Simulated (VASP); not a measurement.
# TaN (P6_3/mmc) in VASP: a series of runs

The runs below take TaN through single point, with PBE.

Everything below comes from runs of VASP 6.6.1. Logs are shortened: lines on timing, memory, paths and dates and some standing lists are left out, and cuts for length are marked.

## (1) The cell of the first run

The structure is hexagonal, space group P6_3/mmc (No. 194). The conventional cell has a = 2.967 Å, b = 2.967 Å, c = 5.632 Å, α = 90.00°, β = 90.00°, γ = 120.00°. Within 2.9 Å of Ta (site symmetry -6m2) lie 6 N at 2.22 Å. N (site symmetry -3m) has 6 Ta at 2.22 Å and 2 N at 2.82 Å within 2.9 Å.

## (2) Single point, PBE

Contents of INCAR:

```
  PREC = Accurate
  ENCUT = 520
  EDIFF = 1E-6
  ISMEAR = 0
  SIGMA = 0.1
  LREAL = False
  LASPH = True
  NELM = 100
  ALGO = Normal
  ISIF = 2
  LWAVE = False
  LCHARG = False
  GGA = PE
  NBANDS = 24
```

Contents of KPOINTS:

```
regular mesh
0
Gamma
  12 12 9
```

Contents of POSCAR:

```
TaN
1.0
    2.9674202135      0.0000000000      0.0000000000
   -1.4837101067      2.5698612886      0.0000000000
    0.0000000000      0.0000000000      5.6318576259
Ta N
2 2
Direct
    0.0000000000      0.0000000000      0.0000000000
    0.3333333333      0.6666666667      0.5000000000
    0.6666666667      0.3333333333      0.2500000000
    0.6666666667      0.3333333333      0.7500000000
```

Potentials or basis: VASP PAW PBE potentials, release 64 (Ta_pv, N).

The run is started by

```
$ cat potpaw_PBE.64/Ta_pv/POTCAR potpaw_PBE.64/N/POTCAR > POTCAR
$ mpirun -np 1 vasp_std > vasp.out
```

OUTCAR:

```text
PREC = Accurate
   ENCUT = 520
   EDIFF = 1E-6
   ISMEAR = 0
   LREAL = False
   LASPH = True
   NELM = 100
   ISIF = 2
   GGA = PE

 ion  position               nearest neighbor table
   1  0.000  0.000  0.000-   3 2.22   4 2.22   3 2.22   4 2.22   3 2.22   4 2.22   2 3.30   2 3.30
                             2 3.30   2 3.30   2 3.30   2 3.30
   2  0.333  0.667  0.500-   3 2.22   4 2.22   3 2.22   4 2.22   3 2.22   4 2.22   1 3.30   1 3.30
                             1 3.30   1 3.30   1 3.30   1 3.30
   3  0.667  0.333  0.250-   1 2.22   2 2.22   2 2.22   1 2.22   1 2.22   2 2.22
   4  0.667  0.333  0.750-   1 2.22   2 2.22   2 2.22   1 2.22   1 2.22   2 2.22

  LATTYP: Found a hexagonal cell.
 ALAT       =     2.9674202135
 C/A-ratio  =     1.8978969006

  Lattice vectors:

 A1 = (   2.9674202135,   0.0000000000,   0.0000000000)
 A2 = (  -1.4837101067,   2.5698612886,   0.0000000000)
 A3 = (   0.0000000000,   0.0000000000,   5.6318576259)

Analysis of symmetry for initial positions (statically):
=====================================================================
 Subroutine PRICEL returns:
 Original cell was already a primitive cell.

 Routine SETGRP: Setting up the symmetry group for a
 hexagonal supercell.

 Subroutine GETGRP returns: Found 24 space group operations
 (whereof 12 operations were pure point group operations)
 out of a pool of 24 trial point group operations.

The static configuration has the point symmetry D_3h.
 The point group associated with its full space group is D_6h.

Analysis of symmetry for dynamics (positions and initial velocities):
=====================================================================
 Subroutine PRICEL returns:
 Original cell was already a primitive cell.

 Routine SETGRP: Setting up the symmetry group for a
 hexagonal supercell.

 Subroutine GETGRP returns: Found 24 space group operations
 (whereof 12 operations were pure point group operations)
 out of a pool of 24 trial point group operations.

The dynamic configuration has the point symmetry D_3h.
 The point group associated with its full space group is D_6h.

 Subroutine INISYM returns: Found 24 space group operations
 (whereof 12 operations are pure point group operations),
 and found     1 'primitive' translations

----------------------------------------------------------------------------------------

                                     Primitive cell

  volume of cell :      42.9477

  direct lattice vectors                    reciprocal lattice vectors
     2.967420214  0.000000000  0.000000000     0.336993054  0.194563030  0.000000000
    -1.483710107  2.569861289  0.000000000     0.000000000  0.389126061  0.000000000
     0.000000000  0.000000000  5.631857626     0.000000000  0.000000000  0.177561307

  length of vectors
     2.967420214  2.967420213  5.631857626     0.389126061  0.389126061  0.177561307

  position of ions in fractional coordinates (direct lattice)
     0.000000000  0.000000000  0.000000000
     0.333333333  0.666666667  0.500000000
     0.666666667  0.333333333  0.250000000
     0.666666667  0.333333333  0.750000000

  ion indices of the primitive-cell ions
   primitive index   ion index
                 1           1
                 2           2
                 3           3
                 4           4

----------------------------------------------------------------------------------------

 KPOINTS: regular mesh

Automatic generation of k-mesh.
 Grid dimensions read from file:
 generate k-points for:   12   12    9

 Generating k-lattice:

  Cartesian coordinates                     Fractional coordinates (reciprocal lattice)
     0.028082754  0.016213586  0.000000000     0.083333333  0.000000000  0.000000000
     0.000000000  0.032427172  0.000000000     0.000000000  0.083333333  0.000000000
     0.000000000  0.000000000  0.019729034     0.000000000  0.000000000  0.111111111

  Length of vectors
     0.032427172  0.032427172  0.019729034

  Shift w.r.t. Gamma in fractional coordinates (k-lattice)
     0.000000000  0.000000000  0.000000000

 Subroutine IBZKPT returns following result:
 ===========================================

 Found     95 irreducible k-points:

 Following reciprocal coordinates:
            Coordinates               Weight
  0.000000  0.000000  0.000000      1.000000
  0.083333 -0.000000  0.000000      6.000000
  0.166667  0.000000  0.000000      6.000000
  0.250000 -0.000000  0.000000      6.000000
  0.333333 -0.000000  0.000000      6.000000
  0.416667  0.000000  0.000000      6.000000
[... 16 lines left out ...]
  0.250000 -0.000000  0.111111     12.000000
  0.333333 -0.000000  0.111111     12.000000
 [... further k-points ...]
   k-points           NKPTS =     95   k-points in BZ     NKDIM =     95   number of bands    NBANDS=     24
   number of dos      NEDOS =    301   number of ions     NIONS =      4
   total plane-waves  NPLWV =  24192
   dimension x,y,z NGX =    24 NGY =   24 NGZ =   42
   dimension x,y,z NGXF=    48 NGYF=   48 NGZF=   84
   ions per type =               2   2
   NGX,Y,Z   is equivalent  to a cutoff of  13.45, 13.45, 12.40 a.u.
   NGXF,Y,Z  is equivalent  to a cutoff of  26.89, 26.89, 24.80 a.u.
 SYSTEM =  unknown system
   PREC   = accura    normal or accurate (medium, high low for compatibility)
   ISTART =      0    job   : 0-new  1-cont  2-samecut
   ICHARG =      2    charge: 1-file 2-atom 10-const
   ISPIN  =      1    spin polarized calculation?
   LNONCOLLINEAR =      F non collinear calculations
   LSORBIT =      F    spin-orbit coupling
   LASPH  =      T    aspherical Exc in radial PAW
   ENCUT  =  520.0 eV  38.22 Ry    6.18 a.u.   5.52  5.52 10.47*2*pi/ulx,y,z
   NELM   =    100;   NELMIN=  2; NELMDL= -5     # of ELM steps
   EDIFF  = 0.1E-05   stopping-criterion for ELM
   LREAL  =      F    real-space projection
   EDIFFG = 0.1E-04   stopping-criterion for IOM
   NSW    =      0    number of steps for IOM
   IBRION =     -1    ionic relax: 0-MD 1-quasi-New 2-CG
   NFREE  =      0    steps in history (QN), initial steepest desc. (CG)
   ISIF   =      2    stress and relaxation
   ISYM   =      2    0-nonsym 1-usesym 2-fastsym
   POTIM  = 0.5000    time-step for ionic-motion
   TEBEG  =    0.0;   TEEND  =   0.0 temperature during run
   PSTRESS=    0.0 pullay stress
   NELECT =      32.0000    total number of electrons
   NUPDOWN=      -1.0000    fix difference up-down
   EMIN   =  10.00;   EMAX   =-10.00  energy-range for DOS
   EFERMI =   0.00;   METHOD = LEGACY
   ISMEAR =     0;   SIGMA  =   0.10  broadening in eV -4-tet -1-fermi 0-gaus
   EFERMI_NEDOS =   21; number of points for ismear=-14 and -15
   IALGO  =     38    algorithm
   IMIX   =      4    mixing-type and parameters
     AMIX     =   0.40;   BMIX     =  1.00
     AMIX_MAG =   1.60;   BMIX_MAG =  1.00
  volume/ion in A,a.u.               =      10.74        72.46
  Fermi-wavevector in a.u.,A,eV,Ry     =   1.484151  2.804638 29.969601  2.202704
  Thomas-Fermi vector in A             =   2.597723
   LORBIT       =      0    0 simple, 1 ext, 2 COOP (PROOUT), +10 PAW based schemes
   GGA     = PE    functional components
   LHFCALC =     F    Hartree Fock is set to
   AEXX    =    0.0000 exact exchange contribution
   IVDW    =     0    specifies the selected vdW correction
   LEPSILON=     F    determine dielectric tensor
   LRPA    =     F    only Hartree local field effects (RPA)
 non-spin polarized calculation
 Gauss-broadening in eV      SIGMA  =   0.10
  energy-cutoff  :      520.00
  volume of cell :       42.95
 maximum number of plane-waves:      1181
 NGX is ok and might be reduce to    24

 number of electron      32.0000001 magnetization

 Free energy of the ion-electron system (eV)
  ---------------------------------------------------
  ext. energy  EPLUGINS =         0.00000000
  ---------------------------------------------------
  free energy    TOTEN  =       -44.51739537 eV

  energy without entropy =      -44.51364608  energy(sigma->0) =      -44.51552073

 E-fermi :   8.9365     XC(G=0): -13.3851

 val. band max:        8.8916898888   @ k =   0.4167   0.1667   0.1111
 cond. band min:       8.9504434802   @ k =   0.0000   0.0000   0.4444
 fundamental gap:      0.0587535914
 Fermi energy:         8.9365382771

 k-point     1 :       0.0000    0.0000    0.0000
  band No.  band energies     occupation
      1     -27.2769      2.00000
      2     -26.6978      2.00000
      3     -26.2751      2.00000
      4     -26.2751      2.00000
      5     -26.2462      2.00000
      6     -26.2462      2.00000
[... 16 lines left out ...]
     23      12.5586      0.00000
     24      14.3645      0.00000

 k-point     2 :       0.0833   -0.0000    0.0000
  band No.  band energies     occupation
      1     -27.2555      2.00000
      2     -26.6948      2.00000
      3     -26.3416      2.00000
      4     -26.3105      2.00000
      5     -26.2933      2.00000
      6     -26.2561      2.00000
[... 16 lines left out ...]
     23      12.5541      0.00000
     24      13.6845      0.00000

 k-point     3 :       0.1667    0.0000    0.0000
  band No.  band energies     occupation
      1     -27.1954      2.00000
      2     -26.6881      2.00000
      3     -26.5232      2.00000
      4     -26.4789      2.00000
      5     -26.3398      2.00000
      6     -26.2861      2.00000
[... 16 lines left out ...]
     23      12.5833      0.00000
     24      12.6932      0.00000
[... 514 lines left out ...]
 k-point    23 :       0.2500   -0.0000    0.1111
  band No.  band energies     occupation
      1     -27.0986      2.00000
      2     -26.7705      2.00000
      3     -26.7186      2.00000
      4     -26.6687      2.00000
      5     -26.3977      2.00000
      6     -26.3319      2.00000
[... 16 lines left out ...]
     23      12.7250      0.00000
     24      14.1408      0.00000

 k-point    24 :       0.3333   -0.0000    0.1111
  band No.  band energies     occupation
      1     -27.0326      2.00000
      2     -26.9744      2.00000
      3     -26.9097      2.00000
      4     -26.6913      2.00000
      5     -26.4551      2.00000
      6     -26.3769      2.00000
[... 16 lines left out ...]
     23      13.6852      0.00000
     24      15.0684      0.00000

 [... further k-points ...]

------------------------ aborting loop because EDIFF is reached ----------------------------------------

  FORCE on cell =-STRESS in cart. coord.  units (eV):
  Direction    XX          YY          ZZ          XY          YZ          ZX
  --------------------------------------------------------------------------------------
  -------------------------------------------------------------------------------------
  Total        0.1801101      0.1801101      0.2505051      0.0000000     -0.0000000      0.0000000
  in kB        6.7190563      6.7190563      9.3451605      0.0000000     -0.0000000      0.0000000
  external PRESSURE =       7.5944244 kB  Pullay stress =       0.0000000 kB

 VOLUME and BASIS-vectors are now :
 -----------------------------------------------------------------------------
  energy-cutoff  :      520.00
  volume of cell :       42.95
      direct lattice vectors                 reciprocal lattice vectors
     2.967420214  0.000000000  0.000000000     0.336993054  0.194563030  0.000000000
    -1.483710107  2.569861289  0.000000000     0.000000000  0.389126061  0.000000000
     0.000000000  0.000000000  5.631857626     0.000000000  0.000000000  0.177561307

 POSITION                                       TOTAL-FORCE (eV/Angst)
 -----------------------------------------------------------------------------------
      0.00000      0.00000      0.00000        -0.000000      0.000000      0.000000
     -0.00000      1.71324      2.81593         0.000000      0.000000      0.000000
      1.48371      0.85662      1.40796        -0.000000      0.000000     -0.000000
      1.48371      0.85662      4.22389         0.000000      0.000000      0.000000
 -----------------------------------------------------------------------------------
    total drift:                               -0.000000      0.000000      0.000000

  FREE ENERGIE OF THE ION-ELECTRON SYSTEM (eV)
  ---------------------------------------------------
  free  energy   TOTEN  =       -44.5173953677 eV

  energy  without entropy=      -44.5136460843  energy(sigma->0) =      -44.51552073
```

Run time: 85 s. Hardware: 1 thread of AMD EPYC 7R43 (Zen 3), shared host; peak memory 0.18 GiB.

What came out:

```
Free energy            : -44.5174 eV
Pressure               : 0.8 GPa
Band gap on the k mesh : zero (band 16 reaches 9.28 eV, above the bottom of band 17 at 8.03 eV)
```

Caveat: spin-orbit coupling is left out, which moves the levels of the heavy elements.

## (3) Single point, PBE

This run uses another cell than the first one, of 10.90 Å³/atom, 1.015 times its volume.

Contents of INCAR:

```
  PREC = Accurate
  ENCUT = 520
  EDIFF = 1E-6
  ISMEAR = 0
  SIGMA = 0.1
  LREAL = F
  LASPH = T
  NELM = 80
  ALGO = Normal
  ISIF = 2
  LWAVE = F
  LCHARG = F
  GGA = PE
  NBANDS = 24
```

Contents of KPOINTS:

```
Automatic mesh
0
Gamma
  12 12 9
```

Contents of POSCAR:

```
TaN
1.0
    2.9175483101      0.0000000000      0.0000000000
   -1.4587741550      2.5266709533      0.0000000000
    0.0000000000      0.0000000000      5.9144863687
Ta N
2 2
Direct
    0.0000000000      0.0000000000      0.0000000000
    0.0000000000      0.0000000000      0.5000000000
    0.3333333333      0.6666666667      0.2500000000
    0.6666666667      0.3333333333      0.7500000000
```

Potentials or basis: VASP PAW PBE potentials, release 64 (Ta_pv, N).

The run is started by

```
$ cat potpaw_PBE.64/Ta_pv/POTCAR potpaw_PBE.64/N/POTCAR > POTCAR
$ mpirun -np 1 vasp_std > vasp.out
```

Run time: 86 s. Hardware: 1 thread of AMD EPYC 7R43 (Zen 3), shared host; peak memory 0.19 GiB.

Results (log left out):

```yaml
Free_energy: -44.0228 eV
Pressure: 0.7 GPa
Band_gap_on_the_k_mesh: zero (band 16 reaches 8.80 eV, above the bottom of band 17 at 7.62 eV)
```

Stress tensor (GPa, compression positive):
```
0.67 0.00 0.00
0.00 0.67 0.00
0.00 0.00 0.75
```

Levels at points of the mesh, in eV from the Fermi level:
| k point | band 13 | band 14 | band 15 | band 16 | band 17 | band 18 | band 19 | band 20 |
| --- | --- | --- | --- | --- | --- | --- | --- | --- |
| (0.00, 0.00, 0.00) | -3.49 | -1.98 | -1.98 | -0.23 | -0.23 | 0.56 | 0.56 | 2.33 |
| (0.50, 0.00, 0.00) | -4.14 | -3.71 | -2.80 | -2.14 | 2.84 | 3.95 | 4.82 | 5.15 |

Caveat: spin-orbit coupling is left out, which moves the levels of the heavy elements.

## (4) Single point, PBE

This run uses another cell than the first one: it holds 8 atoms, not 4.

Contents of INCAR:

```
SYSTEM = TaN
ALGO = Normal ; EDIFF = 1E-7
ENCUT = 520 ; GGA = PE
ISIF = 2 ; ISMEAR = 0
LASPH = .TRUE. ; LCHARG = .FALSE.
LREAL = .FALSE. ; LWAVE = .FALSE.
NBANDS = 42 ; NELM = 80
PREC = Accurate ; SIGMA = 0.1
```

Contents of KPOINTS:

```
k-points
0
G
  12 12 5
  0 0 0
```

Contents of POSCAR:

```
TaN
1.0
    2.9825905747      0.0000000000      0.0000000000
   -1.4912952873      2.5829992068      0.0000000000
    0.0000000000      0.0000000000     11.1974303820
Ta N
4 4
Direct
    0.0000000000      0.0000000000      0.0000000000
    0.3333333333      0.6666666667      0.2500000000
    0.0000000000      0.0000000000      0.5000000000
    0.6666666667      0.3333333333      0.7500000000
    0.6666666667      0.3333333333      0.1290573064
    0.6666666667      0.3333333333      0.3709426936
    0.3333333333      0.6666666667      0.6290573064
    0.3333333333      0.6666666667      0.8709426936
```

The run is started by

```
$ cat potpaw_PBE.64/Ta_pv/POTCAR potpaw_PBE.64/N/POTCAR > POTCAR
$ mpirun -np 1 vasp_std > vasp.out
```

Run time: 3.4 min. Hardware: 1 thread of AMD EPYC 7R43 (Zen 3), shared host; peak memory 0.27 GiB.

It converged, with:

* Free energy: -87.8165 eV
* Pressure: 0.8 GPa
* Largest force: 0.012 eV/Å
* Band gap on the k mesh: zero (band 32 reaches 9.28 eV, above the bottom of band 33 at 8.45 eV)

Forces in eV/Å, atoms in the order of the input:
```
Ta   0.000  0.000  0.000
Ta   0.000  0.000  0.000
Ta   0.000  0.000  0.000
Ta   0.000  0.000  0.000
N    0.000  0.000 -0.012
N    0.000  0.000  0.012
N    0.000  0.000 -0.012
N    0.000  0.000  0.012
```

Stress tensor (GPa, compression positive):
```
0.72 0.00 0.00
0.00 0.72 0.00
0.00 0.00 0.90
```

Levels at points of the mesh, in eV from the Fermi level:
```tsv
k point	band 28	band 29	band 30	band 31	band 32	band 33	band 34	band 35	band 36	band 37
(0.00, 0.00, 0.00)	-3.49	-3.27	-1.09	-1.09	-0.36	-0.31	0.17	0.17	0.82	0.82
(0.50, 0.00, 0.00)	-4.23	-3.89	-2.41	-1.67	0.24	2.21	2.70	3.15	3.20	3.34
```

Caveat: spin-orbit coupling is left out, which moves the levels of the heavy elements.

[end of part 1 of 2]
